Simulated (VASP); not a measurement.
Input of a VASP 6.6.1 run:

The input INCAR:

```
SYSTEM = CdTe
PREC = Accurate
ENCUT = 520
EDIFF = 1E-6
ISMEAR = 0
SIGMA = 0.05
LREAL = .FALSE.
LASPH = .TRUE.
NELM = 100
ALGO = Normal
ISIF = 2
LWAVE = .FALSE.
LCHARG = .TRUE.
GGA = PE
LELF = .TRUE.
LVHAR = .TRUE.
NBANDS = 16
```

Contents of KPOINTS:

```
regular mesh
0
G
  10 10 10
  0 0 0
```

Contents of POSCAR:

```
CdTe
1.0
    0.0000000000      3.4079472836      3.2094260826
    3.4079472836      0.0000000000      3.2094260826
    3.4079472836      3.4079472836      0.0000000000
Cd Te
1 1
Direct
    0.0000000000      0.0000000000      0.0000000000
    0.7500000000      0.7500000000      0.7500000000
```

Potentials or basis: VASP PAW PBE potentials, release 64 (Cd, Te).

Run with:

```console
$ cat potpaw_PBE.64/Cd/POTCAR potpaw_PBE.64/Te/POTCAR > POTCAR
$ mpirun -np 1 vasp_std > vasp.out
```

(1) Predict the pressure.

(2) What does it give for the band gap on the k mesh?

Answers

(1) -0.9 GPa.

(2) 0.38 eV.

Caveat: the cell differs from its parent crystal (strain +0.030 along x and y, -0.030 along z); spin-orbit coupling is left out, which moves the levels of the heavy elements.
